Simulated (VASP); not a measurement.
Input of a VASP 6.6.1 run:

File INCAR:

```
ALGO = Normal
EDIFF = 1E-7
ENCUT = 520
GGA = PE
ISIF = 2
ISMEAR = 0
LASPH = True
LCHARG = False
LREAL = False
LWAVE = False
NBANDS = 18
NELM = 60
PREC = Accurate
SIGMA = 0.1
```

File KPOINTS:

```
k-points
0
Gamma
  10 10 10
```

POSCAR

```
ScAl3
1.0
    3.9782792691      0.0000000000      0.0000000000
    0.0000000000      3.9782792691      0.0000000000
    0.0000000000      0.0000000000      3.9782792691
Sc Al
1 3
Direct
    0.0000000000      0.0000000000      0.0000000000
    0.5000000000      0.0000000000      0.5000000000
    0.0000000000      0.5000000000      0.5000000000
    0.5000000000      0.5000000000      0.0000000000
```

Potentials or basis: VASP PAW PBE potentials, release 64 (Sc_sv, Al).

Command:

```bash
$ cat potpaw_PBE.64/Sc_sv/POTCAR potpaw_PBE.64/Al/POTCAR > POTCAR
$ mpirun -np 1 vasp_std > vasp.out
```

Problem. What does it give for the pressure?

Solution. 10.0 GPa.

Problem. What does it give for the band gap on the k mesh?

Solution. Zero (bands 10 and 11 overlap by 4.16 eV).

Caveat: the cell stands under pressure.
